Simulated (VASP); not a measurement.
The system is TePb.

```xyz
2
Lattice="0.0000 3.5847 3.5847 3.5847 0.0000 3.5847 3.5847 3.5847 0.0000" Properties=species:S:1:pos:R:3 pbc="T T T"
Pb    0.0000    0.0000    0.0000
Te    1.7923    1.7923    1.7923
```

This cell differs from its parent crystal: strain -1.6%.

Base run:

```yaml
Program: VASP 6.6.1
Functional: PBE
Potentials_or_basis: VASP PAW PBE potentials, release 64 (Pb_d, Te)
Cutoff: 500 eV
k_mesh: 6 × 6 × 6
Occupations: fermi-dirac, width 0.02 eV
Spin: no spin polarisation
```

Its results: band gap on the k mesh 0.65 eV, indirect (least direct gap 1.15 eV); pressure 1.9 GPa.

Q: The run is repeated on the same cell with these changes: functional from PBE to r2SCAN; cutoff from 500 eV to 550 eV; occupations from fermi-dirac, width 0.02 eV to gaussian, width 0.01 eV. What comes out?

A: Band gap on the k mesh 0.81 eV, indirect (least direct gap 1.33 eV); pressure 1.4 GPa.

Caveats: spin-orbit coupling is left out, which moves the levels of the heavy elements; the PAW data sets were made with another functional, which shifts forces and pressure a little (some runs).

A k mesh can miss the band edges.
